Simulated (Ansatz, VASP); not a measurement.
C in VASP and in Ansatz

File INCAR:

```
  ALGO = Normal
  EDIFF = 1E-6
  ENCUT = 520
  GGA = CA
  ISIF = 2
  ISMEAR = 0
  LASPH = T
  LCHARG = F
  LREAL = F
  LWAVE = F
  NBANDS = 21
  NELM = 60
  PREC = Accurate
  SIGMA = 0.05
```

KPOINTS

```
k-points
0
Gamma
  12 12 3
```

POSCAR

```
C
1.0
    0.0000000000      2.4448680940      0.0000000000
   -2.1172982845      1.2224340470      0.0115975242
    0.0623280074      0.0000000000     10.4887032291
C
6
Direct
    0.5000089004     -0.0000178008      0.1587851699
    0.8333788261      0.3332423479      0.7936721707
    0.1666938632      0.6666122735      0.4762286703
    0.5000276937      0.9999446125      0.4761335752
    0.8333427309      0.3333145382      0.1586900748
    0.1667126566      0.6665746869      0.7935770756
```

Input for Ansatz:

```yaml
crystal:
  lattice:
    - [0.0, 2.444868094, 0.0]
    - [-2.1172982845, 1.222434047, 0.0115975242]
    - [0.0623280074, 0.0, 10.4887032291]
  atoms:
    - { symbol: C, position: [0.5000089004, -1.78008e-05, 0.1587851699] }
    - { symbol: C, position: [0.8333788261, 0.3332423479, 0.7936721707] }
    - { symbol: C, position: [0.1666938632, 0.6666122735, 0.4762286703] }
    - { symbol: C, position: [0.5000276937, 0.9999446125, 0.4761335752] }
    - { symbol: C, position: [0.8333427309, 0.3333145382, 0.1586900748] }
    - { symbol: C, position: [0.1667126566, 0.6665746869, 0.7935770756] }
basis:
  ecutwfc: 420
kpoints:
  mp_grid: { grid: [12, 12, 3] }
hamiltonian:
  xc: lda
scf:
  occupations: { method: gaussian, width: 0.05 }
output:
  forces: true
  stress: true
  eigenvalues: true
```

Alike in both runs: task single point; functional LDA; k mesh 12 × 12 × 3; occupations gaussian, width 0.05 eV; no spin polarisation.

|  | VASP | Ansatz |
| --- | --- | --- |
| version | VASP 6.6.1 | Ansatz 0.2.0 |
| potentials or method | VASP PAW LDA potentials, release 64 (C), cutoff 520 eV | scalar-relativistic, plane waves, PAW |
| valence electrons in the cell | 24 | 24 |

```csv
,VASP,Ansatz,Ansatz less VASP
gap on the k mesh at the Fermi level (eV),0.28,0.28,-0.001
least direct gap on the mesh (eV),0.28,0.28,-0.001
pressure (GPa),0.6,-0.1,-0.78
"traceless stress, the component that is largest in VASP (GPa)",-1.46,-0.58,+0.878
rms of the force components (eV/Å),0.011,0.011,-0.0001
```

LDA's correlation is that of Perdew and Zunger in VASP and of Perdew and Wang (1992) in Ansatz. Atom by atom the forces differ by 0.000 eV/Å (rms over components).
